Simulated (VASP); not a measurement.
Runs of VASP 6.6.1 on LaPt3. The structure is that of space group Pm-3m (No. 221), or close to it. The cells are those of the table. 

```csv
cell,gap on the mesh (eV),pressure (GPa)
"a = 4.128 Å, 4 atoms",none,(b)
"a = 4.088 Å, 4 atoms",none,7.8
"a = 4.005 Å, 4 atoms",none,(a)
"a = 4.167 Å, 4 atoms",none,-3.4
"a = 4.047 Å, 4 atoms",none,15.0
```

Alike in all rows: task single point; level LDA; potentials or basis VASP PAW LDA potentials, release 64 (La, Pt); no spin polarisation; k mesh 6 × 6 × 6; cutoff (eV) 520; smearing fermi-dirac 0.15 eV.

Task: Fill in the values left out.

Result: (a) 23.6; (b) 1.7.

Caveats: spin-orbit coupling is left out, which moves the levels of the heavy elements.

A k mesh can miss the band edges, and the runs leave out spin-orbit coupling on La, Pt.

A gap of «none» marks levels without a gap at the run's occupations.
